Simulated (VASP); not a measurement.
# Al in VASP: relaxation of the atoms with LDA

Aim: the relaxation of the atoms of Al with LDA.

All numbers are computed with VASP 6.6.1; they aren't measurements. Logs are shortened: lines on timing, memory, paths and dates and some standing lists are left out, and cuts for length are marked.

### Step 1. The cell of the first run

The cell holds a slab with vacuum, 17 atoms: a = 5.634 Å, b = 7.968 Å, c = 19.672 Å, α = 90.00°, β = 90.00°, γ = 90.00°.

### Step 2. Relaxation of the atoms, LDA

Contents of INCAR:

```
PREC = Accurate
ENCUT = 520
EDIFF = 1E-6
ISMEAR = 0
SIGMA = 0.1
LREAL = Auto
LASPH = T
NELM = 100
ALGO = Normal
ISIF = 2
LWAVE = F
LCHARG = F
LDIPOL = T
IDIPOL = 3
DIPOL = 0.5 0.5 0.323
GGA = CA
IBRION = 2
NSW = 36
EDIFFG = -0.025
KPAR = 4
```

Contents of KPOINTS:

```
Automatic mesh
0
Gamma
  5 4 1
```

Contents of POSCAR:

```
Al
1.0
    5.6343731020      0.0000000000      0.0000000000
    0.0000000000      7.9682068563      0.0000000000
    0.0000000000      0.0000000000     19.6723116275
Al
17
Selective dynamics
Direct
    0.2500000000      0.2500000000      0.2033314679  F F F
    0.2500000000      0.7500000000      0.2033314679  F F F
    0.7500000000      0.2500000000      0.2033314679  F F F
    0.7500000000      0.7500000000      0.2033314679  F F F
    0.0000000000      0.0000000000      0.2749343025  F F F
    0.0000000000      0.5000000000      0.2749343025  F F F
    0.5000000000      0.0000000000      0.2749343025  F F F
    0.5000000000      0.5000000000      0.2749343025  F F F
    0.2500000000      0.2500000000      0.3484027381  F F F
    0.2500000000      0.7500000000      0.3484027381  F F F
    0.7500000000      0.2500000000      0.3484027381  F F F
    0.7500000000      0.7500000000      0.3484027381  F F F
    0.0000000000      0.0000000000      0.4154220298  F F F
    0.0000000000      0.5000000000      0.4154220298  F F F
    0.5000000000      0.0000000000      0.4154220298  F F F
    0.5000000000      0.5000000000      0.4154220298  F F F
    0.0000000000      0.1875000000      0.5188532451  F F T
```

Potentials or basis: VASP PAW LDA potentials, release 64 (Al).

Run with:

```
$ cat potpaw_LDA.64/Al/POTCAR > POTCAR
$ mpirun -np 4 vasp_std > vasp.out
```

OUTCAR:

```text
PREC = Accurate
   ENCUT = 520
   EDIFF = 1E-6
   ISMEAR = 0
   LREAL = Auto
   LASPH = T
   NELM = 100
   ISIF = 2
   GGA = CA
   IBRION = 2
   NSW = 36
   EDIFFG = -0.025

 ion  position               nearest neighbor table
   1  0.250  0.250  0.203-   3 2.82   3 2.82   6 2.82   7 2.82   8 2.82   5 2.82   9 2.85
   2  0.250  0.750  0.203-   4 2.82   4 2.82   6 2.82   7 2.82   8 2.82   5 2.82  10 2.85
   3  0.750  0.250  0.203-   1 2.82   1 2.82   6 2.82   7 2.82   8 2.82   5 2.82  11 2.85
   4  0.750  0.750  0.203-   2 2.82   2 2.82   6 2.82   7 2.82   8 2.82   5 2.82  12 2.85
   5  0.000  0.000  0.275-  13 2.76   7 2.82   7 2.82   4 2.82   1 2.82   2 2.82   3 2.82  11 2.84
                            12 2.84   9 2.84  10 2.84
   6  0.000  0.500  0.275-  14 2.76   8 2.82   8 2.82   4 2.82   1 2.82   2 2.82   3 2.82  11 2.84
                            12 2.84   9 2.84  10 2.84
   7  0.500  0.000  0.275-  15 2.76   5 2.82   5 2.82   4 2.82   1 2.82   2 2.82   3 2.82  11 2.84
                            12 2.84   9 2.84  10 2.84
   8  0.500  0.500  0.275-  16 2.76   6 2.82   6 2.82   4 2.82   1 2.82   2 2.82   3 2.82  11 2.84
                            12 2.84   9 2.84  10 2.84
   9  0.250  0.250  0.348-  13 2.77  14 2.77  15 2.77  16 2.77  11 2.82  11 2.82   7 2.84   8 2.84
                             5 2.84   6 2.84   1 2.85
  10  0.250  0.750  0.348-  13 2.77  14 2.77  15 2.77  16 2.77  12 2.82  12 2.82   7 2.84   8 2.84
                             5 2.84   6 2.84   2 2.85
  11  0.750  0.250  0.348-  13 2.77  14 2.77  15 2.77  16 2.77   9 2.82   9 2.82   7 2.84   8 2.84
[... 5 lines left out ...]
  14  0.000  0.500  0.415-   6 2.76   9 2.77  10 2.77  11 2.77  12 2.77  16 2.82  16 2.82  17 3.22

  15  0.500  0.000  0.415-   7 2.76   9 2.77  10 2.77  11 2.77  12 2.77  13 2.82  13 2.82
  16  0.500  0.500  0.415-   8 2.76   9 2.77  10 2.77  11 2.77  12 2.77  14 2.82  14 2.82
  17  0.000  0.188  0.519-  13 2.52  14 3.22

  LATTYP: Found a simple orthorhombic cell.
 ALAT       =     5.6343731020
 B/A-ratio  =     1.4142135624
 C/A-ratio  =     3.4914818865

  Lattice vectors:

 A1 = (   5.6343731020,   0.0000000000,   0.0000000000)
 A2 = (   0.0000000000,   7.9682068563,   0.0000000000)
 A3 = (   0.0000000000,   0.0000000000,  19.6723116275)

Analysis of symmetry for initial positions (statically):
=====================================================================
 Subroutine PRICEL returns:
 Original cell was already a primitive cell.

 Routine SETGRP: Setting up the symmetry group for a
 simple orthorhombic supercell.

 Subroutine GETGRP returns: Found  2 space group operations
 (whereof  2 operations were pure point group operations)
 out of a pool of  8 trial point group operations.

The static configuration has the point symmetry C_1h.

Analysis of symmetry for dynamics (positions and initial velocities):
=====================================================================
 Subroutine PRICEL returns:
 Original cell was already a primitive cell.

 Routine SETGRP: Setting up the symmetry group for a
 simple orthorhombic supercell.

 Subroutine GETGRP returns: Found  2 space group operations
 (whereof  2 operations were pure point group operations)
 out of a pool of  8 trial point group operations.

The dynamic configuration has the point symmetry C_1h.

Analysis of constrained symmetry for selective dynamics:
=====================================================================
 Subroutine PRICEL returns:
 Original cell was already a primitive cell.

 Routine SETGRP: Setting up the symmetry group for a
 simple orthorhombic supercell.

 Subroutine GETGRP returns: Found  2 space group operations
 (whereof  2 operations were pure point group operations)
 out of a pool of  8 trial point group operations.

The constrained configuration has the point symmetry C_1h.

 Subroutine INISYM returns: Found  2 space group operations
 (whereof  2 operations are pure point group operations),
 and found     1 'primitive' translations

----------------------------------------------------------------------------------------

                                     Primitive cell

  volume of cell :     883.2052
[... 95 lines left out ...]
   ISTART =      0    job   : 0-new  1-cont  2-samecut
   ICHARG =      2    charge: 1-file 2-atom 10-const
   ISPIN  =      1    spin polarized calculation?
   LNONCOLLINEAR =      F non collinear calculations
   LSORBIT =      F    spin-orbit coupling
   LASPH  =      T    aspherical Exc in radial PAW
   ENCUT  =  520.0 eV  38.22 Ry    6.18 a.u.  10.48 14.82 36.58*2*pi/ulx,y,z
   NELM   =    100;   NELMIN=  2; NELMDL= -5     # of ELM steps
   EDIFF  = 0.1E-05   stopping-criterion for ELM
   LREAL  =      T    real-space projection
   EDIFFG = -.3E-01   stopping-criterion for IOM
   NSW    =     36    number of steps for IOM
   IBRION =      2    ionic relax: 0-MD 1-quasi-New 2-CG
   NFREE  =      1    steps in history (QN), initial steepest desc. (CG)
   ISIF   =      2    stress and relaxation
   ISYM   =      2    0-nonsym 1-usesym 2-fastsym
   POTIM  = 0.5000    time-step for ionic-motion
   TEBEG  =    0.0;   TEEND  =   0.0 temperature during run
   PSTRESS=    0.0 pullay stress
   NELECT =      51.0000    total number of electrons
   NUPDOWN=      -1.0000    fix difference up-down
   EMIN   =  10.00;   EMAX   =-10.00  energy-range for DOS
   EFERMI =   0.00;   METHOD = LEGACY
   ISMEAR =     0;   SIGMA  =   0.10  broadening in eV -4-tet -1-fermi 0-gaus
   EFERMI_NEDOS =   21; number of points for ismear=-14 and -15
   IALGO  =     38    algorithm
   IMIX   =      4    mixing-type and parameters
     AMIX     =   0.40;   BMIX     =  1.00
     AMIX_MAG =   1.60;   BMIX_MAG =  1.00
  volume/ion in A,a.u.               =      51.95       350.60
  Fermi-wavevector in a.u.,A,eV,Ry     =   0.632768  1.195758  5.447706  0.400395
  Thomas-Fermi vector in A             =   1.696196
   LORBIT       =      0    0 simple, 1 ext, 2 COOP (PROOUT), +10 PAW based schemes
   GGA     = CA    functional components
   LHFCALC =     F    Hartree Fock is set to
   AEXX    =    0.0000 exact exchange contribution
   IVDW    =     0    specifies the selected vdW correction
   LEPSILON=     F    determine dielectric tensor
   LRPA    =     F    only Hartree local field effects (RPA)
 conjugate gradient relaxation of ions
 non-spin polarized calculation
 Gauss-broadening in eV      SIGMA  =   0.10
  energy-cutoff  :      520.00
  volume of cell :      883.21
 maximum number of plane-waves:     23865
 NGX is ok and might be reduce to    42
   NGX = 21   NGY = 29   NGZ = 73

--------------------------------------- Ionic step        1  -------------------------------------------

 number of electron      51.0000001 magnetization

 Free energy of the ion-electron system (eV)
  ---------------------------------------------------
  ext. energy  EPLUGINS =         0.00000000
  ---------------------------------------------------
  free energy    TOTEN  =       -63.83851091 eV

  energy without entropy =      -63.78552309  energy(sigma->0) =      -63.81201700

------------------------ aborting loop because EDIFF is reached ----------------------------------------

  FORCE on cell =-STRESS in cart. coord.  units (eV):
  Direction    XX          YY          ZZ          XY          YZ          ZX
  --------------------------------------------------------------------------------------
  -------------------------------------------------------------------------------------
  Total      -10.5956753     -4.0733414     -1.9971913      0.0000000      1.7019337      0.0000000
  in kB      -19.2210729     -7.3892405     -3.6230026      0.0000000      3.0873909      0.0000000
  external PRESSURE =     -10.0777720 kB  Pullay stress =       0.0000000 kB
[... 134 lines left out ...]
  FREE ENERGIE OF THE ION-ELECTRON SYSTEM (eV)
  ---------------------------------------------------
  free  energy   TOTEN  =       -63.8468333835 eV

  energy  without entropy=      -63.7937413181  energy(sigma->0) =      -63.82028735

 dipolmoment           0.000000      0.000000      0.003456 electrons x Angstroem

--------------------------------------- Ionic step        4  -------------------------------------------

 number of electron      51.0000001 magnetization

------------------------ aborting loop because EDIFF is reached ----------------------------------------

 vacuum level on the upper side and lower side of the slab       (xc-potential included)        -0.057         0.017

  FORCE on cell =-STRESS in cart. coord.  units (eV):
  Direction    XX          YY          ZZ          XY          YZ          ZX
  --------------------------------------------------------------------------------------
  -------------------------------------------------------------------------------------
  Total      -10.6308355     -3.5794371     -1.0294062      0.0000000      2.4405632      0.0000000
  in kB      -19.2848552     -6.4932738     -1.8673931      0.0000000      4.4273009      0.0000000
  external PRESSURE =      -9.2151740 kB  Pullay stress =       0.0000000 kB
[... 38 lines left out ...]
--------------------------------------- Ionic step        5  -------------------------------------------

 number of electron      51.0000001 magnetization

 dipolmoment           0.000000      0.000000     -0.018221 electrons x Angstroem

 Free energy of the ion-electron system (eV)
  ---------------------------------------------------
  ext. energy  EPLUGINS =         0.00000000
  ---------------------------------------------------
  free energy    TOTEN  =       -63.84801289 eV

  energy without entropy =      -63.79482449  energy(sigma->0) =      -63.82141869

 E-fermi :  -0.3353     XC(G=0):  -4.4216

 val. band max:       -0.3616675595   @ k =   0.0000   0.2500   0.0000
 cond. band min:      -0.3303178590   @ k =   0.2000   0.2500   0.0000
 fundamental gap:      0.0313497005
 Fermi energy:        -0.3353120491

 k-point     1 :       0.0000    0.0000    0.0000
  band No.  band energies     occupation
      1     -10.8120      2.00000
      2      -8.5916      2.00000
      3      -8.5122      2.00000
      4      -8.3711      2.00000
      5      -6.4173      2.00000
      6      -6.2375      2.00000
[... 322 lines left out ...]
     33       1.3018      0.00000
     34       1.5333      0.00000

------------------------ aborting loop because EDIFF is reached ----------------------------------------

 vacuum level on the upper side and lower side of the slab       (xc-potential included)        -0.149        -0.013

  FORCE on cell =-STRESS in cart. coord.  units (eV):
  Direction    XX          YY          ZZ          XY          YZ          ZX
  --------------------------------------------------------------------------------------
  -------------------------------------------------------------------------------------
  Total      -10.6146988     -3.7965643     -1.4351598      0.0000000      2.1253546      0.0000000
  in kB      -19.2555824     -6.8871532     -2.6034501      0.0000000      3.8554972      0.0000000
  external PRESSURE =      -9.5820619 kB  Pullay stress =       0.0000000 kB
[... 32 lines left out ...]
  FREE ENERGIE OF THE ION-ELECTRON SYSTEM (eV)
  ---------------------------------------------------
  free  energy   TOTEN  =       -63.8480128899 eV

  energy  without entropy=      -63.7948244916  energy(sigma->0) =      -63.82141869

 reached required accuracy - stopping structural energy minimisation

 vacuum level on the upper side and lower side of the slab         3.705         3.839
```

It took 7.8 min on 4 MPI ranks of Intel Xeon Platinum 8259CL at 2.50GHz (Skylake/Cascade Lake), shared host; peak memory 0.69 GiB.

Results:

| Item | Value |
| --- | --- |
| Free energy | -63.8480 eV |
| Energy gained by relaxing | 0.6 meV/atom |
| Ionic steps | 5 |
| Band gap on the k mesh | zero (an odd number of electrons rules out a gap without spin polarisation) |

Step by step:
```
step  energy change (eV)  largest force on free atoms (eV/Å)  pressure (GPa)
   1              0.0000                              0.2507           -1.01
   2             -0.0028                              0.2116           -1.00
   3             -0.0083                              0.0922           -0.98
   4             -0.0052                              0.1838           -0.92
   5             -0.0095                              0.0033           -0.96
```

Final structure:
```cif
data_structure
_symmetry_space_group_name_H-M 'P 1'
_symmetry_Int_Tables_number 1
_cell_length_a 5.6344
_cell_length_b 7.9682
_cell_length_c 19.6723
_cell_angle_alpha 90.000
_cell_angle_beta 90.000
_cell_angle_gamma 90.000
_cell_volume 883.21
loop_
_atom_site_label
_atom_site_type_symbol
_atom_site_fract_x
_atom_site_fract_y
_atom_site_fract_z
_atom_site_occupancy
Al1 Al 0.25000 0.25000 0.20333 1
Al2 Al 0.25000 0.75000 0.20333 1
Al3 Al 0.75000 0.25000 0.20333 1
Al4 Al 0.75000 0.75000 0.20333 1
Al5 Al 0.00000 0.00000 0.27493 1
Al6 Al 0.00000 0.50000 0.27493 1
Al7 Al 0.50000 0.00000 0.27493 1
Al8 Al 0.50000 0.50000 0.27493 1
Al9 Al 0.25000 0.25000 0.34840 1
Al10 Al 0.25000 0.75000 0.34840 1
Al11 Al 0.75000 0.25000 0.34840 1
Al12 Al 0.75000 0.75000 0.34840 1
Al13 Al 0.00000 0.00000 0.41542 1
Al14 Al 0.00000 0.50000 0.41542 1
Al15 Al 0.50000 0.00000 0.41542 1
Al16 Al 0.50000 0.50000 0.41542 1
Al17 Al 0.00000 0.18750 0.51516 1
```

The gap in the log of VASP goes by the Fermi energy; the results here count the filled bands.